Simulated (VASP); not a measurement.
# MgH2: elastic constants with LDA

The system is MgH2.

```
Mg H
1.0
     4.42839    0.00000    0.00000
     0.00000    4.42839    0.00000
     0.00000    0.00000    2.97329
Mg H
2 4
Direct
  0.00000 0.00000 0.00000
  0.50000 0.50000 0.50000
  0.30433 0.30433 0.00000
  0.19567 0.80433 0.50000
  0.69567 0.69567 0.00000
  0.80433 0.19567 0.50000
```

| Item | Value |
| --- | --- |
| Program | VASP 6.6.1 |
| Task | elastic constants |
| Functional | LDA |
| Potentials or basis | VASP PAW LDA potentials, release 64 (Mg, H) |
| Cutoff | 600 eV |
| k mesh | 6 × 6 × 8 |
| Occupations | gaussian, width 0.01 eV |
| Spin | no spin polarisation |
| Dipole correction | no |
| Ions in elastic constants | relaxed |
| Further INCAR settings | ALGO = Normal; EDIFF = 1e-08; NBANDS = 13; IBRION = 6; POTIM = 0.015; NSW = 1; ISIF = 3 |

* Voigt bulk modulus: 56 GPa
* Highest phonon frequency at Γ: 1515 cm⁻¹

Phonon frequencies in cm⁻¹ (negative: imaginary):
```
              q point                                                               frequencies
(0.000, 0.000, 0.000)  0 0 0 184 234 304 304 495 495 740 920 1027 1027 1157 1256 1256 1359 1515
```

Elastic tensor in Voigt notation (GPa, in the Cartesian axes of the cell as first typed):
```
 73  44  33   0   0   0
 44  73  33   0   0   0
 33  33 140   0   0   0
  0   0   0  38   0   0
  0   0   0   0  38   0
  0   0   0   0   0  56
```

Clamped-ion elastic tensor (GPa):
```
 79  39  32   0   0   0
 39  79  32   0   0   0
 32  32 145   0   0   0
  0   0   0  45   0   0
  0   0   0   0  45   0
  0   0   0   0   0  57
```

Wall time 13 min on 1 thread of Oxide Virtual Turin-like Processor, with other jobs on the host, peak memory 0.33 GiB.
